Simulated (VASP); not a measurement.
Input of a VASP 6.6.1 run:

File INCAR:

```
SYSTEM = HfBiO
  PREC = Accurate
  ENCUT = 600
  EDIFF = 1E-7
  ISMEAR = 0
  SIGMA = 0.1
  LREAL = .False.
  LASPH = .True.
  NELM = 100
  ALGO = Normal
  ISIF = 3
  LWAVE = .False.
  LCHARG = .False.
  GGA = PE
  IBRION = 2
  NSW = 100
  EDIFFG = -0.01
```

Contents of KPOINTS:

```
regular mesh
0
Gamma
  14 14 8
  0 0 0
```

POSCAR

```
HfBiO
1.0
    3.1057485715      0.0000000000      0.0000000000
    0.0000000000      3.1057485715      0.0000000000
    0.0000000000      0.0000000000      6.2693807273
Hf Bi O
1 1 1
Direct
    0.5000000000      0.5000000000      0.0000000000
    0.5000000000      0.5000000000      0.5000000000
    0.0000000000      0.0000000000      0.0000000000
```

Potentials or basis: VASP PAW PBE potentials, release 64 (Hf_pv, Bi_d, O).

Command:

```console
$ cat potpaw_PBE.64/Hf_pv/POTCAR potpaw_PBE.64/Bi_d/POTCAR potpaw_PBE.64/O/POTCAR > POTCAR
$ mpirun -np 1 vasp_std > vasp.out
```

(1) Predict the relaxed cell.

(2) What does it give for the relaxed volume?

(3) Estimate the space group after relaxing (to 0.05 Å).

## Answers

(1) a = 3.116 Å, b = 3.116 Å, c = 6.088 Å, α = 90.00°, β = 90.00°, γ = 90.00°.

(2) 19.71 Å³/atom.

(3) P4/mmm (No. 123).

Caveat: an odd number of electrons without spin polarisation forces a metal; a magnetic or distorted state may lie lower.
